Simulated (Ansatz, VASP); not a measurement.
**One calculation of SiC5, two programs**

```xyz
6
Lattice="2.5185 0.0000 0.0000 -1.2592 2.1811 0.0000 0.0000 0.0000 7.9960" Properties=species:S:1:pos:R:3 pbc="T T T"
Si    0.0000    1.4540    0.0000
C     0.0000    1.4540    1.9958
C     0.0000    1.4540    6.0002
C     1.2592    0.7270    2.5098
C     1.2592    0.7270    3.9980
C     1.2592    0.7270    5.4863
```

Alike in both runs: task single point; functional PBE; k mesh 6 × 6 × 2; occupations gaussian, width 0.1 eV; collinear spin.

|  | VASP | Ansatz |
| --- | --- | --- |
| version | VASP 6.6.1 | Ansatz 0.2.0 |
| potentials or method | VASP PAW PBE potentials, release 64 (Si, C), cutoff 520 eV | scalar-relativistic, plane waves, PAW |
| valence electrons in the cell | 24 | 24 |

```tsv
	VASP	Ansatz	Ansatz less VASP
gap on the k mesh at the Fermi level (eV)	none	none	-
pressure (GPa)	0.5	0.1	-0.36
traceless stress, the component that is largest in VASP (GPa)	0.16	0.10	-0.054
rms of the force components (eV/Å)	0.011	0.003	-0.0078
net moment per atom (μB)	0.00	0.00	0.000
```

Atom by atom the forces differ by 0.008 eV/Å (rms over components). A gap of «none» marks a metal or a gap that the smearing closes. Ansatz's warnings: seeded moment not kept.

The k mesh is coarse, so the values compare programs but aren't converged.
